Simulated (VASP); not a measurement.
Set up this calculation in VASP 6.6.1, as the native input.

* Task: single point
* Functional: PBE
* Potentials or basis: VASP PAW PBE potentials, release 64 (Ga_d, N)
* Cutoff: 520 eV
* k mesh: 10 × 10 × 10
* Occupations: gaussian, width 0.05 eV
* Spin: no spin polarisation
* Dipole correction: no
* Further INCAR settings: ALGO = Normal; EDIFF = 1e-06; NBANDS = 16

The structure of GaN lies in POSCAR:

```
GaN
1.0
    0.0000000000      2.2535006075      2.2535006075
    2.2535006075      0.0000000000      2.2535006075
    2.2535006075      2.2535006075      0.0000000000
Ga N
1 1
Direct
    0.0000000000      0.0000000000      0.0000000000
    0.7421554627      0.7578445373      0.7500000000
```

This cell differs from its parent crystal: all N atoms moved +0.025 Å, as atom 2 along Cartesian [1 -1 0].

One way to write it, as run:

INCAR

```
PREC = Accurate
ENCUT = 520
EDIFF = 1E-6
ISMEAR = 0
SIGMA = 0.05
LREAL = False
LASPH = True
NELM = 80
ALGO = Normal
ISIF = 2
LWAVE = False
LCHARG = False
GGA = PE
NBANDS = 16
```

KPOINTS

```
Automatic mesh
0
Gamma
  10 10 10
```

Potentials or basis: VASP PAW PBE potentials, release 64 (Ga_d, N).

The run is started by

```sh
$ cat potpaw_PBE.64/Ga_d/POTCAR potpaw_PBE.64/N/POTCAR > POTCAR
$ mpirun -np 1 vasp_std > vasp.out
```

It gave:

```json
{"Pressure": "5.2 GPa", "Largest force": "0.307 eV/Å", "Band gap on the k mesh": "1.68 eV"}
```

Caveat: the cell differs from its parent crystal (all N atoms moved +0.025 Å, as atom 2 along Cartesian [1 -1 0]); the cell stands under pressure.

It took 65 s on 1 thread of AMD EPYC 7R13 Processor (Zen 3), on a shared host, peak memory 0.19 GiB.
